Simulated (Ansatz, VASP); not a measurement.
Given: the input of a run of Ansatz 0.2.0 on Yb.

The input input.yaml:

```yaml
crystal:
  lattice:
    - [3.8799, 0.0, 0.0]
    - [-1.93995, 3.3600919641, 0.0]
    - [0.0, 0.0, 6.3859]
  atoms:
    - { symbol: Yb, position: [0.677849, 0.342995, 0.752004], spin: 1.0 }
    - { symbol: Yb, position: [0.334066, 0.658773, 0.254674], spin: 1.0 }
kpoints:
  mp_grid: { grid: [8, 8, 4] }
scf:
  occupations: { method: fermi_dirac, width: 0.05 }
hamiltonian:
  xc: pbe
  pseudopotentials: { kind: all_electron, lapw: { basis_error: 0.001 } }
magnetization:
  spin_polarized: true
output:
  forces: true
  stress: true
  eigenvalues: true
  populations: true
```

Potentials or basis: all-electron LAPW, scalar-relativistic.

Command:

```console
$ ansatz run input.yaml --threads 2 --pin off --max-ram 6144MiB --backend cpu --events-out ev --progress --plain --runs-dir out
```

Problem. Translate it to VASP 6.6.1. Potentials there: VASP PAW PBE potentials, release 64 (Yb).

Solution. As run (the cutoff follows the program's own potentials):

INCAR

```
  PREC = Accurate
  ENCUT = 600
  EDIFF = 1E-6
  ISMEAR = -1
  SIGMA = 0.05
  LREAL = False
  LASPH = True
  NELM = 200
  ALGO = Normal
  ISIF = 2
  LWAVE = False
  LCHARG = True
  ISPIN = 2
  MAGMOM = 1 1
  LORBIT = 11
  LMAXMIX = 6
  GGA = PE
  LVHAR = True
  NBANDS = 35
  GGA_COMPAT = False
  KPAR = 4
```

File KPOINTS:

```
Automatic mesh
0
Gamma
  8 8 4
```

File POSCAR:

```
Yb
1.0
    3.8799000000      0.0000000000      0.0000000000
   -1.9399500000      3.3600919641      0.0000000000
    0.0000000000      0.0000000000      6.3859000000
Yb
2
Direct
    0.6778490000      0.3429950000      0.7520040000
    0.3340660000      0.6587730000      0.2546740000
```

Potentials or basis: VASP PAW PBE potentials, release 64 (Yb).

Command:

```bash
$ cat potpaw_PBE.64/Yb/POTCAR > POTCAR
$ mpirun -np 4 vasp_std > vasp.out
```

Both were run:

|  | VASP | Ansatz | Ansatz less VASP |
| --- | --- | --- | --- |
| gap on the k mesh at the Fermi level (eV) | none | none | - |
| pressure (GPa) | -2.5 | -2.1 | +0.32 |
| traceless stress, the component that is largest in VASP (GPa) | -0.14 | -0.13 | +0.005 |
| rms of the force components (eV/Å) | 0.018 | 0.018 | +0.0003 |
| net moment per atom (μB) | 0.00 | 0.00 | -0.001 |

Atom by atom the forces differ by 0.000 eV/Å (rms over components). A gap of «none» marks a metal or a gap that the smearing closes. Ansatz ran all-electron here, and VASP with PAW potentials.

Neither program's run includes spin-orbit coupling. Noted on Ansatz's run: the open f shell may have settled in a state that isn't the lowest.
